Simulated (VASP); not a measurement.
Set up this calculation in VASP 6.6.1, as the native input.

* Task: single point
* Functional: PBE
* Potentials or basis: VASP PAW PBE potentials, release 64 (Cu, O)
* Cutoff: 520 eV
* k mesh: 8 × 8 × 8
* Occupations: gaussian, width 0.01 eV
* Spin: no spin polarisation
* Dipole correction: no
* Further INCAR settings: ALGO = Normal; EDIFF = 1e-07; NBANDS = 33

The structure of Cu4O lies in POSCAR:

```
Cu4O
1.0
    4.3618272167      0.0000000000      0.0000000000
    0.0000000000      4.3618272167      0.0000000000
    0.0000000000      0.0000000000      4.3618272167
Cu O
4 1
Direct
    0.5000000000      0.0000000000      0.0000000000
    0.0000000000      0.5000000000      0.0000000000
    0.0000000000      0.0000000000      0.5000000000
    0.0000000000      0.0000000000      0.0000000000
    0.5000000000      0.5000000000      0.5000000000
```

One way to write it, as run:

INCAR

```
SYSTEM = Cu4O
  ALGO = Normal
  EDIFF = 1E-7
  ENCUT = 520
  GGA = PE
  ISIF = 2
  ISMEAR = 0
  LASPH = .TRUE.
  LCHARG = .TRUE.
  LELF = .TRUE.
  LREAL = .FALSE.
  LVHAR = .TRUE.
  LWAVE = .FALSE.
  NBANDS = 33
  NELM = 80
  PREC = Accurate
  SIGMA = 0.01
```

KPOINTS

```
k-points
0
G
  8 8 8
  0 0 0
```

Potentials or basis: VASP PAW PBE potentials, release 64 (Cu, O).

Run with:

```bash
$ cat potpaw_PBE.64/Cu/POTCAR potpaw_PBE.64/O/POTCAR > POTCAR
$ mpirun -np 1 vasp_std > vasp.out
```

Results of the run:

| Property | Result |
| --- | --- |
| Pressure | 0.2 GPa |
| Band gap on the k mesh | 0.10 eV, direct |

Run time: 2.3 min on 1 thread of AMD EPYC 7R43 64-Core Processor (Zen 3), with other jobs on the host, peak memory 0.18 GiB.
